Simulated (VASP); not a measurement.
# CuI (Marshite) (F-43m) in VASP: further runs

CuI (Marshite) is run at these levels: PBEsol; tasks: single point.

All numbers are computed with VASP 6.6.1; they aren't measurements. Logs are shortened: lines on timing, memory, paths and dates and some standing lists are left out, and cuts for length are marked.

## Step 1: The cell of the first run

It takes space group F-43m (No. 216, cubic). Conventional cell: a = 5.981 Å, b = 5.981 Å, c = 5.981 Å, α = 90.00°, β = 90.00°, γ = 90.00°. I (site symmetry -43m) has 4 Cu at 2.59 Å within 3.4 Å. Within 3.4 Å of Cu (site symmetry -43m) lie 4 I at 2.59 Å.

## Step 2: Single point, PBEsol (volume scaled by 0.96)

INCAR

```
ALGO = Normal
EDIFF = 1E-7
ENCUT = 520
GGA = PS
ISIF = 2
ISMEAR = -1
LASPH = True
LCHARG = False
LREAL = False
LWAVE = False
NBANDS = 16
NELM = 80
PREC = Accurate
SIGMA = 0.05
```

KPOINTS

```
k-points
0
Gamma
  8 8 8
```

POSCAR

```
CuI
1.0
    0.0000000000      2.9905287613      2.9905287613
    2.9905287613      0.0000000000      2.9905287613
    2.9905287613      2.9905287613      0.0000000000
I Cu
1 1
Direct
    0.0000000000      0.0000000000      0.0000000000
    0.7500000000      0.7500000000      0.7500000000
```

Potentials or basis: VASP PAW PBE potentials, release 64 (I, Cu).

Started as:

```bash
> cat potpaw_PBE.64/I/POTCAR potpaw_PBE.64/Cu/POTCAR > POTCAR
> mpirun -np 1 vasp_std > vasp.out
```

OUTCAR:

```text
EDIFF = 1E-7
   ENCUT = 520
   GGA = PS
   ISIF = 2
   ISMEAR = -1
   LASPH = True
   LREAL = False
   NELM = 80
   PREC = Accurate

 ion  position               nearest neighbor table
   1  0.000  0.000  0.000-   2 2.59   2 2.59   2 2.59   2 2.59
   2  0.750  0.750  0.750-   1 2.59   1 2.59   1 2.59   1 2.59

  LATTYP: Found a face centered cubic cell.
 ALAT       =     5.9810575226

  Lattice vectors:

 A1 = (   0.0000000000,   2.9905287613,   2.9905287613)
 A2 = (   2.9905287613,   0.0000000000,   2.9905287613)
 A3 = (   2.9905287613,   2.9905287613,   0.0000000000)

Analysis of symmetry for initial positions (statically):
=====================================================================
 Subroutine PRICEL returns:
 Original cell was already a primitive cell.

 Routine SETGRP: Setting up the symmetry group for a
 face centered cubic supercell.

 Subroutine GETGRP returns: Found 24 space group operations
 (whereof 24 operations were pure point group operations)
 out of a pool of 48 trial point group operations.

The static configuration has the point symmetry T_d .

Analysis of symmetry for dynamics (positions and initial velocities):
=====================================================================
 Subroutine PRICEL returns:
 Original cell was already a primitive cell.

 Routine SETGRP: Setting up the symmetry group for a
 face centered cubic supercell.

 Subroutine GETGRP returns: Found 24 space group operations
 (whereof 24 operations were pure point group operations)
 out of a pool of 48 trial point group operations.

The dynamic configuration has the point symmetry T_d .

 Subroutine INISYM returns: Found 24 space group operations
 (whereof 24 operations are pure point group operations),
 and found     1 'primitive' translations

----------------------------------------------------------------------------------------

                                     Primitive cell

  volume of cell :      53.4902

  direct lattice vectors                    reciprocal lattice vectors
     0.000000000  2.990528761  2.990528761    -0.167194513  0.167194513  0.167194513
     2.990528761  0.000000000  2.990528761     0.167194513 -0.167194513  0.167194513
     2.990528761  2.990528761  0.000000000     0.167194513  0.167194513 -0.167194513

  length of vectors
     4.229246333  4.229246333  4.229246333     0.289589391  0.289589391  0.289589391

  position of ions in fractional coordinates (direct lattice)
     0.000000000  0.000000000  0.000000000
     0.750000000  0.750000000  0.750000000

  ion indices of the primitive-cell ions
   primitive index   ion index
                 1           1
                 2           2

----------------------------------------------------------------------------------------

 KPOINTS: k-points

Automatic generation of k-mesh.
 Grid dimensions read from file:
 generate k-points for:    8    8    8

 Generating k-lattice:

  Cartesian coordinates                     Fractional coordinates (reciprocal lattice)
    -0.020899314  0.020899314  0.020899314     0.125000000  0.000000000  0.000000000
     0.020899314 -0.020899314  0.020899314     0.000000000  0.125000000  0.000000000
     0.020899314  0.020899314 -0.020899314     0.000000000  0.000000000  0.125000000

  Length of vectors
     0.036198674  0.036198674  0.036198674

  Shift w.r.t. Gamma in fractional coordinates (k-lattice)
     0.000000000  0.000000000  0.000000000

 Subroutine IBZKPT returns following result:
 ===========================================

 Found     29 irreducible k-points:

 Following reciprocal coordinates:
            Coordinates               Weight
  0.000000  0.000000  0.000000      1.000000
  0.125000  0.000000  0.000000      8.000000
  0.250000  0.000000  0.000000      8.000000
  0.375000  0.000000  0.000000      8.000000
  0.500000  0.000000  0.000000      4.000000
  0.125000  0.125000  0.000000      6.000000
[... 16 lines left out ...]
  0.500000  0.250000  0.125000     48.000000
 -0.375000  0.250000  0.125000     24.000000
 [... further k-points ...]
   k-points           NKPTS =     29   k-points in BZ     NKDIM =     29   number of bands    NBANDS=     16
   number of dos      NEDOS =    301   number of ions     NIONS =      2
   total plane-waves  NPLWV =  32768
   dimension x,y,z NGX =    32 NGY =   32 NGZ =   32
   dimension x,y,z NGXF=    64 NGYF=   64 NGZF=   64
   ions per type =               1   1
   NGX,Y,Z   is equivalent  to a cutoff of  12.58, 12.58, 12.58 a.u.
   NGXF,Y,Z  is equivalent  to a cutoff of  25.16, 25.16, 25.16 a.u.
 SYSTEM =  unknown system
   PREC   = accura    normal or accurate (medium, high low for compatibility)
   ISTART =      0    job   : 0-new  1-cont  2-samecut
   ICHARG =      2    charge: 1-file 2-atom 10-const
   ISPIN  =      1    spin polarized calculation?
   LNONCOLLINEAR =      F non collinear calculations
   LSORBIT =      F    spin-orbit coupling
   LASPH  =      T    aspherical Exc in radial PAW
   ENCUT  =  520.0 eV  38.22 Ry    6.18 a.u.   7.86  7.86  7.86*2*pi/ulx,y,z
   NELM   =     80;   NELMIN=  2; NELMDL= -5     # of ELM steps
   EDIFF  = 0.1E-06   stopping-criterion for ELM
   LREAL  =      F    real-space projection
   EDIFFG = 0.1E-05   stopping-criterion for IOM
   NSW    =      0    number of steps for IOM
   IBRION =     -1    ionic relax: 0-MD 1-quasi-New 2-CG
   NFREE  =      0    steps in history (QN), initial steepest desc. (CG)
   ISIF   =      2    stress and relaxation
   ISYM   =      2    0-nonsym 1-usesym 2-fastsym
   POTIM  = 0.5000    time-step for ionic-motion
   TEBEG  =    0.0;   TEEND  =   0.0 temperature during run
   PSTRESS=    0.0 pullay stress
   NELECT =      18.0000    total number of electrons
   NUPDOWN=      -1.0000    fix difference up-down
   EMIN   =  10.00;   EMAX   =-10.00  energy-range for DOS
   EFERMI =   0.00;   METHOD = LEGACY
   ISMEAR =    -1;   SIGMA  =   0.05  broadening in eV -4-tet -1-fermi 0-gaus
   EFERMI_NEDOS =   21; number of points for ismear=-14 and -15
   IALGO  =     38    algorithm
   IMIX   =      4    mixing-type and parameters
     AMIX     =   0.40;   BMIX     =  1.00
     AMIX_MAG =   1.60;   BMIX_MAG =  1.00
  volume/ion in A,a.u.               =      26.75       180.48
  Fermi-wavevector in a.u.,A,eV,Ry     =   1.138696  2.151823 17.641694  1.296628
  Thomas-Fermi vector in A             =   2.275400
   LORBIT       =      0    0 simple, 1 ext, 2 COOP (PROOUT), +10 PAW based schemes
   GGA     = PS    functional components
   LHFCALC =     F    Hartree Fock is set to
   AEXX    =    0.0000 exact exchange contribution
   IVDW    =     0    specifies the selected vdW correction
   LEPSILON=     F    determine dielectric tensor
   LRPA    =     F    only Hartree local field effects (RPA)
 non-spin polarized calculation
  energy-cutoff  :      520.00
  volume of cell :       53.49
 maximum number of plane-waves:      1459
   NGX = 15   NGY = 15   NGZ = 15

 number of electron      18.0000007 magnetization

 Free energy of the ion-electron system (eV)
  ---------------------------------------------------
  ext. energy  EPLUGINS =         0.00000000
  ---------------------------------------------------
  free energy    TOTEN  =        -6.31810616 eV

  energy without entropy =       -6.31810604  energy(sigma->0) =       -6.31810610

 E-fermi :   5.3388     XC(G=0):  -9.3287

 val. band max:        4.7325461779   @ k =   0.0000   0.0000   0.0000
 cond. band min:       5.8696239976   @ k =   0.0000   0.0000   0.0000
 fundamental gap:      1.1370778196
 Fermi energy:         5.3388238724

 k-point     1 :       0.0000    0.0000    0.0000
  band No.  band energies     occupation
      1      -9.5165      2.00000
      2       0.8976      2.00000
      3       0.8976      2.00000
      4       0.8976      2.00000
      5       2.6840      2.00000
      6       2.6840      2.00000
[... 8 lines left out ...]
     15      14.3821      0.00000
     16      14.3821      0.00000

 k-point     2 :       0.1250    0.0000    0.0000
  band No.  band energies     occupation
      1      -9.4364      2.00000
      2       0.5957      2.00000
      3       0.9052      2.00000
      4       0.9052      2.00000
      5       2.6771      2.00000
      6       2.6771      2.00000
[... 8 lines left out ...]
     15      13.6487      0.00000
     16      13.6487      0.00000

 k-point     3 :       0.2500    0.0000    0.0000
  band No.  band energies     occupation
      1      -9.2299      2.00000
      2      -0.1305      2.00000
      3       0.9202      2.00000
      4       0.9202      2.00000
      5       2.6733      2.00000
      6       2.6733      2.00000
[... 8 lines left out ...]
     15      13.4389      0.00000
     16      13.5201      0.00000

 k-point     4 :       0.3750    0.0000    0.0000
  band No.  band energies     occupation
      1      -9.0014      2.00000
      2      -0.8421      2.00000
      3       0.9295      2.00000
      4       0.9295      2.00000
      5       2.6944      2.00000
      6       2.6944      2.00000
[... 8 lines left out ...]
     15      14.4027      0.00000
     16      14.4027      0.00000

 k-point     5 :       0.5000    0.0000    0.0000
  band No.  band energies     occupation
      1      -8.8988      2.00000
      2      -1.1331      2.00000
      3       0.9314      2.00000
      4       0.9314      2.00000
      5       2.7134      2.00000
      6       2.7134      2.00000
[... 8 lines left out ...]
     15      15.6999      0.00000
     16      15.6999      0.00000

 k-point     6 :       0.1250    0.1250    0.0000
  band No.  band energies     occupation
      1      -9.4096      2.00000
      2       0.5580      2.00000
      3       0.8834      2.00000
      4       0.8834      2.00000
      5       2.6490      2.00000
      6       2.6976      2.00000
[... 8 lines left out ...]
     15      14.0607      0.00000
     16      14.5399      0.00000
[... 267 lines left out ...]
 k-point    21 :       0.5000    0.5000    0.0000
  band No.  band energies     occupation
      1      -8.6886      2.00000
      2      -1.1060      2.00000
      3       0.8126      2.00000
      4       0.8126      2.00000
      5       2.6440      2.00000
      6       2.7471      2.00000
[... 8 lines left out ...]
     15      16.1349      0.00000
     16      16.8814      0.00000

 k-point    22 :       0.3750    0.2500    0.1250
  band No.  band energies     occupation
      1      -9.0691      2.00000
      2      -0.3369      2.00000
      3       0.6822      2.00000
      4       0.9096      2.00000
      5       2.6067      2.00000
      6       2.7234      2.00000
[... 8 lines left out ...]
     15      15.0747      0.00000
     16      16.0861      0.00000

 k-point    23 :       0.5000    0.2500    0.1250
  band No.  band energies     occupation
      1      -8.8788      2.00000
      2      -0.6960      2.00000
      3       0.4464      2.00000
      4       0.8987      2.00000
      5       2.6319      2.00000
      6       2.6993      2.00000
[... 8 lines left out ...]
     15      15.4175      0.00000
     16      16.2250      0.00000

 k-point    24 :      -0.3750    0.2500    0.1250
  band No.  band energies     occupation
      1      -8.7948      2.00000
      2      -0.8510      2.00000
      3       0.3430      2.00000
      4       0.8867      2.00000
      5       2.6122      2.00000
      6       2.6948      2.00000
[... 8 lines left out ...]
     15      15.4671      0.00000
     16      16.1169      0.00000

 [... further k-points ...]
[... 5 lines left out ...]
  --------------------------------------------------------------------------------------
  -------------------------------------------------------------------------------------
  Total       -0.2941230     -0.2941230     -0.2941230      0.0000000     -0.0000000     -0.0000000
  in kB       -8.8097909     -8.8097909     -8.8097909      0.0000000     -0.0000000     -0.0000000
  external PRESSURE =      -8.8097909 kB  Pullay stress =       0.0000000 kB

 VOLUME and BASIS-vectors are now :
 -----------------------------------------------------------------------------
  energy-cutoff  :      520.00
  volume of cell :       53.49
      direct lattice vectors                 reciprocal lattice vectors
     0.000000000  2.990528761  2.990528761    -0.167194513  0.167194513  0.167194513
     2.990528761  0.000000000  2.990528761     0.167194513 -0.167194513  0.167194513
     2.990528761  2.990528761  0.000000000     0.167194513  0.167194513 -0.167194513

 POSITION                                       TOTAL-FORCE (eV/Angst)
 -----------------------------------------------------------------------------------
      0.00000      0.00000      0.00000        -0.000000     -0.000000     -0.000000
      4.48579      4.48579      4.48579         0.000000      0.000000      0.000000
 -----------------------------------------------------------------------------------
    total drift:                               -0.000000     -0.000000     -0.000000

  FREE ENERGIE OF THE ION-ELECTRON SYSTEM (eV)
  ---------------------------------------------------
  free  energy   TOTEN  =        -6.3181061620 eV

  energy  without entropy=       -6.3181060390  energy(sigma->0) =       -6.31810610
```

Run time: 11 s. Hardware: 1 thread of Intel Xeon 6975P-C (Granite Rapids), shared host; peak memory 0.18 GiB.

Results:

```
Free energy            : -6.3181 eV
Pressure               : -0.9 GPa
Band gap on the k mesh : 1.14 eV, direct
```

Caveat: the PAW data sets were made with another functional, which shifts forces and pressure a little; spin-orbit coupling is left out, which moves the levels of the heavy elements.

## Step 3: Single point, PBEsol (volume scaled by 0.98)

INCAR

```
SYSTEM = CuI
PREC     = Accurate       ! precision mode
ENCUT    = 520            ! plane-wave cutoff, eV
EDIFF    = 1E-6           ! SCF threshold, eV
ISMEAR   = -1             ! smearing method
SIGMA    = 0.05           ! smearing width, eV
LREAL    = .FALSE.        ! projectors in reciprocal space
LASPH    = .TRUE.         ! aspherical terms in the spheres
NELM     = 100            ! most SCF steps
ALGO     = Normal         ! electronic algorithm
ISIF     = 2              ! what is computed and relaxed
LWAVE    = .FALSE.        ! write WAVECAR
LCHARG   = .FALSE.        ! write CHGCAR
GGA      = PS             ! functional
NBANDS   = 16             ! bands
```

KPOINTS

```
Automatic mesh
0
G
  8 8 8
  0 0 0
```

POSCAR

```
CuI
1.0
    0.0000000000      3.0111537494      3.0111537494
    3.0111537494      0.0000000000      3.0111537494
    3.0111537494      3.0111537494      0.0000000000
I Cu
1 1
Direct
    0.0000000000      0.0000000000      0.0000000000
    0.7500000000      0.7500000000      0.7500000000
```

Potentials or basis: VASP PAW PBE potentials, release 64 (I, Cu).

Started as:

```bash
> cat potpaw_PBE.64/I/POTCAR potpaw_PBE.64/Cu/POTCAR > POTCAR
> mpirun -np 1 vasp_std > vasp.out
```

OUTCAR:

```text
SYSTEM = CuI
   PREC = Accurate
   ENCUT = 520
   EDIFF = 1E-6
   ISMEAR = -1
   LREAL = .FALSE.
   LASPH = .TRUE.
   NELM = 100
   ISIF = 2
   GGA = PS

 ion  position               nearest neighbor table
   1  0.000  0.000  0.000-   2 2.61   2 2.61   2 2.61   2 2.61
   2  0.750  0.750  0.750-   1 2.61   1 2.61   1 2.61   1 2.61

  LATTYP: Found a face centered cubic cell.
 ALAT       =     6.0223074988

  Lattice vectors:

 A1 = (   0.0000000000,   3.0111537494,   3.0111537494)
 A2 = (   3.0111537494,   0.0000000000,   3.0111537494)
 A3 = (   3.0111537494,   3.0111537494,   0.0000000000)

Analysis of symmetry for initial positions (statically):
=====================================================================
 Subroutine PRICEL returns:
 Original cell was already a primitive cell.

 Routine SETGRP: Setting up the symmetry group for a
 face centered cubic supercell.

 Subroutine GETGRP returns: Found 24 space group operations
 (whereof 24 operations were pure point group operations)
 out of a pool of 48 trial point group operations.
[... 155 lines left out ...]
  ---------------------------------------------------
  ext. energy  EPLUGINS =         0.00000000
  ---------------------------------------------------
  free energy    TOTEN  =        -6.30914539 eV

  energy without entropy =       -6.30914519  energy(sigma->0) =       -6.30914529

 E-fermi :   5.0812     XC(G=0):  -9.2333

 val. band max:        4.5010802717   @ k =   0.0000   0.0000   0.0000
 cond. band min:       5.5834176947   @ k =   0.0000   0.0000   0.0000
 fundamental gap:      1.0823374230
 Fermi energy:         5.0811839638

 k-point     1 :       0.0000    0.0000    0.0000
  band No.  band energies     occupation
      1      -9.6320      2.00000
      2       0.7646      2.00000
      3       0.7646      2.00000
      4       0.7646      2.00000
      5       2.5411      2.00000
      6       2.5411      2.00000
[... 433 lines left out ...]
      3       0.2155      2.00000
      4       0.7465      2.00000
      5       2.4725      2.00000
      6       2.5519      2.00000
[... 8 lines left out ...]
     15      15.1939      0.00000
     16      15.8157      0.00000

 [... further k-points ...]
[... 5 lines left out ...]
  --------------------------------------------------------------------------------------
  -------------------------------------------------------------------------------------
  Total       -0.4814459     -0.4814459     -0.4814459      0.0000000      0.0000000      0.0000000
  in kB      -14.1263291    -14.1263291    -14.1263291      0.0000000      0.0000000      0.0000000
  external PRESSURE =     -14.1263291 kB  Pullay stress =       0.0000000 kB

 VOLUME and BASIS-vectors are now :
 -----------------------------------------------------------------------------
  energy-cutoff  :      520.00
  volume of cell :       54.60
      direct lattice vectors                 reciprocal lattice vectors
     0.000000000  3.011153749  3.011153749    -0.166049309  0.166049309  0.166049309
     3.011153749  0.000000000  3.011153749     0.166049309 -0.166049309  0.166049309
     3.011153749  3.011153749  0.000000000     0.166049309  0.166049309 -0.166049309

 POSITION                                       TOTAL-FORCE (eV/Angst)
 -----------------------------------------------------------------------------------
      0.00000      0.00000      0.00000         0.000000      0.000000      0.000000
      4.51673      4.51673      4.51673        -0.000000      0.000000     -0.000000
 -----------------------------------------------------------------------------------
    total drift:                                0.000000      0.000000      0.000000

  FREE ENERGIE OF THE ION-ELECTRON SYSTEM (eV)
  ---------------------------------------------------
  free  energy   TOTEN  =        -6.3091453946 eV

  energy  without entropy=       -6.3091451855  energy(sigma->0) =       -6.30914529
```

stdout:

```text
POSCAR found type information on POSCAR I Cu
 POSCAR found :  2 types and       2 ions
 scaLAPACK will be used
 -----------------------------------------------------------------------------
|                                                                             |
|                                                                             |
|     You enforced a specific xc type in the INCAR file but a different       |
|     I HOPE YOU KNOW WHAT YOU ARE DOING!                                     |
|                                                                             |
 -----------------------------------------------------------------------------

 LDA part: xc-table for (Slater+PW92), standard interpolation
 POSCAR, INCAR and KPOINTS ok, starting setup
 FFT: planning ... GRIDC
 FFT: planning ... GRID_SOFT
 FFT: planning ... GRID
 WAVECAR not read
 entering main loop
```

It took 8.5 s on 1 thread of Intel Xeon 6975P-C (Granite Rapids), shared host; peak memory 0.18 GiB.

Results:

```yaml
Free_energy: -6.3091 eV
Pressure: -1.4 GPa
Band_gap_on_the_k_mesh: 1.08 eV, direct
```

Caveat: the PAW data sets were made with another functional, which shifts forces and pressure a little; spin-orbit coupling is left out, which moves the levels of the heavy elements.

(Continued in part 2 of 2.)
